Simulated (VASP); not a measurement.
Runs of VASP 6.6.1 on AlSi2Cl. The structure is that of space group P6/mmm (No. 191), or close to it. The cells are those of the table. 

```tsv
task	cell	k mesh	cutoff (eV)	k mesh for the DOS	occupations for the DOS	gap on the mesh (eV)	pressure (GPa)	relaxed volume (Å³/atom)
relaxation of cell and atoms	relaxed from a = 3.803, b = 3.803, c = 3.943 Å, angles 90.0, 90.0, 120.0°, 4 atoms	6 × 6 × 4	600	-	-	none	-0.2	22.44
single point	a = 4.485, b = 4.485, c = 5.127 Å, angles 90.0, 90.0, 120.0°, 4 atoms	12 × 12 × 10	520	-	-	none	0.0	-
single point	a = 4.489, b = 4.489, c = 5.115 Å, angles 90.0, 90.0, 120.0°, 4 atoms	6 × 6 × 4	520	-	-	none	0.0	-
relaxation of cell and atoms	relaxed from a = 4.489, b = 4.489, c = 5.115 Å, angles 90.0, 90.0, 120.0°, 4 atoms	12 × 12 × 10	600	-	-	none	0.0	22.30
single point	a = 3.803, b = 3.803, c = 3.943 Å, angles 90.0, 90.0, 120.0°, 4 atoms	6 × 6 × 4	520	-	-	none	(a)	-
```

Alike in all rows: level PBE; potentials or basis VASP PAW PBE potentials, release 64 (Al, Si, Cl); no spin polarisation; smearing gaussian 0.1 eV.

Q: Fill in the values left out.

A: (a) 96.6.

Caveats: some runs use coarse meshes; the volume moved by over 15 % at a fixed basis, so the end points are rough (some runs).

A gap of «none» marks levels without a gap at the run's occupations.
